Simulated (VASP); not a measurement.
A run of VASP 6.6.1 is set up as follows.

File INCAR:

```
PREC = Accurate ; ENCUT = 520
EDIFF = 1E-7 ; ISMEAR = 0
SIGMA = 0.1 ; LREAL = F
LASPH = T ; NELM = 60
ALGO = Normal ; ISIF = 2
LWAVE = F ; LCHARG = F
GGA = PS ; NBANDS = 10
```

The input KPOINTS:

```
Automatic mesh
0
Gamma
  10 10 10
```

File POSCAR:

```
Rb
1.0
   -2.8302493294      2.8302493294      2.8302493294
    2.8302493294     -2.8302493294      2.8302493294
    2.8302493294      2.8302493294     -2.8302493294
Rb
1
Direct
    0.0000000000      0.0000000000      0.0000000000
```

Potentials or basis: VASP PAW PBE potentials, release 64 (Rb_sv).

Launch:

```console
$ cat potpaw_PBE.64/Rb_sv/POTCAR > POTCAR
$ mpirun -np 1 vasp_std > vasp.out
```

(1) Estimate the band gap on the k mesh.

(2) What does it give for the pressure?

## Answers

(1) zero (an odd number of electrons rules out a gap without spin polarisation).

(2) -0.1 GPa.

Caveat: the PAW data sets were made with another functional, which shifts forces and pressure a little.
